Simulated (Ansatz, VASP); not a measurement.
One calculation of Al3GaN4, two programs

```xyz
8
Lattice="4.4014 0.0000 0.0000 0.0000 4.4014 0.0000 0.0000 0.0000 4.4014" Properties=species:S:1:pos:R:3 pbc="T T T"
Al    2.2007    2.2007    0.0000
Al    2.2007    0.0000    2.2007
Al    0.0000    2.2007    2.2007
Ga    0.0000    0.0000    0.0000
N     3.2754    3.2754    1.1260
N     3.2754    1.1260    3.2754
N     1.1260    3.2754    3.2754
N     1.1260    1.1260    1.1260
```

Alike in both runs: task relaxation of cell and atoms; functional r2SCAN; k mesh 6 × 6 × 6; occupations gaussian, width 0.02 eV; no spin polarisation.

```csv
,VASP,Ansatz
version,VASP 6.6.1,Ansatz 0.2.0
potentials or method,"VASP PAW PBE potentials, release 64 (Al, Ga_d, N), cutoff 600 eV","scalar-relativistic, plane waves, PAW"
valence electrons in the cell,42,42
```

|  | VASP | Ansatz | Ansatz less VASP |
| --- | --- | --- | --- |
| gap on the k mesh at the Fermi level, each at its own relaxed structure (eV) | 4.01 | 4.01 | 0.000 |
| relaxed volume (Å³/atom) | 10.66 | 10.66 | -0.003 |
| relaxed cell length with the largest relative difference (Å) | 4.402 | 4.401 | -0.0004 |

VASP's potentials were made for PBE, not for r2SCAN.
